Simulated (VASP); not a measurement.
The system is Sn.

```xyz
2
Lattice="0.0000 3.2333 3.2333 3.2333 0.0000 3.2333 3.2333 3.2333 0.0000" Properties=species:S:1:pos:R:3 pbc="T T T"
Sn    1.6167    1.6167    1.6167
Sn    6.4667    6.4667    6.4667
```

This isn't the form of Sn at room conditions, which is tetragonal (white tin).

Base run:

```yaml
Program: VASP 6.6.1
Functional: BLYP
Dispersion: D3(BJ)
Potentials_or_basis: VASP PAW PBE potentials, release 64 (Sn_d)
Cutoff: 500 eV
k_mesh: 7 × 7 × 7
Occupations: fermi-dirac, width 0.05 eV
Spin: no spin polarisation
```

Its results: band gap on the k mesh zero (bands 14 and 15 overlap by 0.06 eV); pressure 2.5 GPa.

Question: The run is repeated on the same cell with these changes: functional from BLYP to RPBE; occupations from fermi-dirac, width 0.05 eV to fermi-dirac, width 0.025 eV. What comes out?

Answer: Band gap on the k mesh zero (filled and empty bands touch); pressure -2.9 GPa.

Caveats: the PAW data sets were made with another functional, which shifts forces and pressure a little; spin-orbit coupling is left out, which moves the levels of the heavy elements; three body term missing (at least some runs); the dispersion term is far too large for a dense solid, which distorts pressure and volume (at least some runs).
